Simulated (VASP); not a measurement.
PtSe2, 6 atoms in the cell. The cell holds a slab with vacuum, 6 atoms: a = 3.707 Å, b = 3.707 Å, c = 22.798 Å, α = 90.00°, β = 90.00°, γ = 120.00°. 

```yaml
Program: VASP 6.6.1
Task: single point
Functional: PBE
Dispersion: D3(BJ)
Potentials_or_basis: VASP PAW PBE potentials, release 64 (Se, Pt)
Cutoff: 520 eV
k_mesh: 9 × 9 × 1
Occupations: gaussian, width 0.05 eV
Spin: no spin polarisation
Dipole_correction: yes
Further_INCAR_settings: ALGO = Normal; EDIFF = 1e-06; NBANDS = 31
```

Potentials or basis: VASP PAW PBE potentials, release 64 (Se, Pt).

The run is started by

```sh
$ cat potpaw_PBE.64/Se/POTCAR potpaw_PBE.64/Pt/POTCAR > POTCAR
$ mpirun -np 1 vasp_std > vasp.out
```

Hardware: 1 thread of Intel(R) Xeon(R) 6975P-C (Granite Rapids), on a shared host.

Q: How long does it take, and how much memory?

A: It took 2.5 min on 1 thread of Intel(R) Xeon(R) 6975P-C (Granite Rapids) (shared host), peak memory 0.47 GiB. Counts: scf iterations 22, k points 25.
